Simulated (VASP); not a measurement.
Here is a VASP 6.6.1 calculation.

The input INCAR:

```
SYSTEM = SnSe
ALGO = Normal
EDIFF = 1E-6
ENCUT = 520
GGA = PS
ISIF = 2
ISMEAR = -1
LASPH = .TRUE.
LCHARG = .FALSE.
LREAL = .FALSE.
LWAVE = .FALSE.
NBANDS = 17
NELM = 60
PREC = Accurate
SIGMA = 0.02
```

File KPOINTS:

```
k-points
0
G
  6 6 6
  0 0 0
```

File POSCAR:

```
SnSe
1.0
    0.0250833333      3.0100000000      3.0100000000
    3.0100000000      0.0250833333      3.0100000000
    3.0350833333      3.0350833333      0.0000000000
Sn Se
1 1
Direct
    0.0000000000      0.0000000000      0.0000000000
    0.5000000000      0.5000000000      0.5000000000
```

Potentials or basis: VASP PAW PBE potentials, release 64 (Sn_d, Se).

The run is started by

```console
$ cat potpaw_PBE.64/Sn_d/POTCAR potpaw_PBE.64/Se/POTCAR > POTCAR
$ mpirun -np 1 vasp_std > vasp.out
```

Question: Estimate the band gap on the k mesh.

Answer: 0.56 eV, indirect (least direct gap 0.65 eV).

Question: Predict the pressure.

Answer: -2.3 GPa.

Stress tensor (GPa, compression positive):
```
-2.25 -0.31  0.00
-0.31 -2.25  0.00
 0.00  0.00 -2.26
```

Caveat: the PAW data sets were made with another functional, which shifts forces and pressure a little; spin-orbit coupling is left out, which moves the levels of the heavy elements. A k mesh can miss the band edges.
